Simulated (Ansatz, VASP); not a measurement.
# P: VASP beside Ansatz

INCAR

```
PREC = Accurate
ENCUT = 600
EDIFF = 1E-6
ISMEAR = -1
SIGMA = 0.08
LREAL = False
LASPH = True
NELM = 60
ALGO = Normal
ISIF = 3
LWAVE = False
LCHARG = False
GGA = PS
IBRION = 2
NSW = 60
EDIFFG = -0.005
```

Contents of KPOINTS:

```
Automatic mesh
0
Gamma
  12 12 12
```

POSCAR

```
P
1.0
    0.0000000000      2.6566464230      2.6566464230
    2.6566464230      0.0000000000      2.6566464230
    2.6566464230      2.6566464230      0.0000000000
P
2
Direct
   -0.1250000000     -0.1250000000     -0.1250000000
    0.1250000000      0.1250000000      0.1250000000
```

Input for Ansatz:

```yaml
crystal:
  lattice:
    - [0.0, 2.656646423, 2.656646423]
    - [2.656646423, 0.0, 2.656646423]
    - [2.656646423, 2.656646423, 0.0]
  atoms:
    - { symbol: P, position: [-0.125, -0.125, -0.125] }
    - { symbol: P, position: [0.125, 0.125, 0.125] }
kpoints:
  mp_grid: { grid: [12, 12, 12] }
scf:
  occupations: { method: fermi_dirac, width: 0.08 }
hamiltonian:
  xc: pbesol
  pseudopotentials: { kind: paw }
output:
  forces: true
  stress: true
  write_density: true
  write_potential: true
  elf: true
  volumetric_format: npy
relax:
  f_tol: 0.005
  max_steps: 40
  cell: {}
```

Alike in both runs: task relaxation of cell and atoms; functional PBEsol; k mesh 12 × 12 × 12; occupations fermi-dirac, width 0.08 eV; no spin polarisation.

```csv
,VASP,Ansatz
version,VASP 6.6.1,Ansatz 0.2.0
potentials or method,"VASP PAW PBE potentials, release 64 (P)","PAW with Ansatz's default frozen-core files, scalar-relativistic"
plane-wave cutoff (eV),600,420
valence electrons in the cell,10,10
```

```csv
,VASP,Ansatz,Ansatz less VASP
relaxed volume (Å³/atom),19.59,19.55,-0.043
relaxed cell length with the largest relative difference (Å),3.812,3.810,-0.0028
```

VASP's potentials were made for PBE, not for PBEsol.
